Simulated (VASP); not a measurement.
Here is a VASP 6.6.1 calculation.

The input POSCAR:

```
B
1.0
    0.0000000000      1.4276959924      1.4276959924
    1.4276959924      0.0000000000      1.4276959924
    1.4276959924      1.4276959924      0.0000000000
B
1
Direct
    0.0000000000      0.0000000000      0.0000000000
```

The input INCAR.step1:

```
SYSTEM = B
  ALGO = Normal
  EDIFF = 1E-4
  ENCUT = 520
  GGA = PE
  ISMEAR = -1
  LASPH = .TRUE.
  LCHARG = .FALSE.
  LREAL = .FALSE.
  LWAVE = .TRUE.
  NBANDS = 8
  NELM = 60
  PREC = Accurate
  SIGMA = 0.1
```

The input INCAR.step2:

```
SYSTEM = B
  ALGO = Normal
  EDIFF = 1E-7
  ENCUT = 520
  ISIF = 2
  ISMEAR = -1
  ISTART = 1
  LASPH = .TRUE.
  LCHARG = .FALSE.
  LMIXTAU = .TRUE.
  LREAL = .FALSE.
  LWAVE = .FALSE.
  METAGGA = R2SCAN
  NBANDS = 8
  NELM = 60
  PREC = Accurate
  SIGMA = 0.1
```

The input KPOINTS:

```
k-points
0
G
  18 18 18
  0 0 0
```

Potentials or basis: VASP PAW PBE potentials, release 64 (B).

Launch:

```sh
$ cat potpaw_PBE.64/B/POTCAR > POTCAR
$ cp INCAR.step1 INCAR
$ mpirun -np 1 vasp_std > vasp.out
$ cp INCAR.step2 INCAR
$ mpirun -np 1 vasp_std > vasp.out
```

Question: Predict the pressure.

Answer: -0.3 GPa.

Caveat: the PAW data sets were made with another functional, which shifts forces and pressure a little.
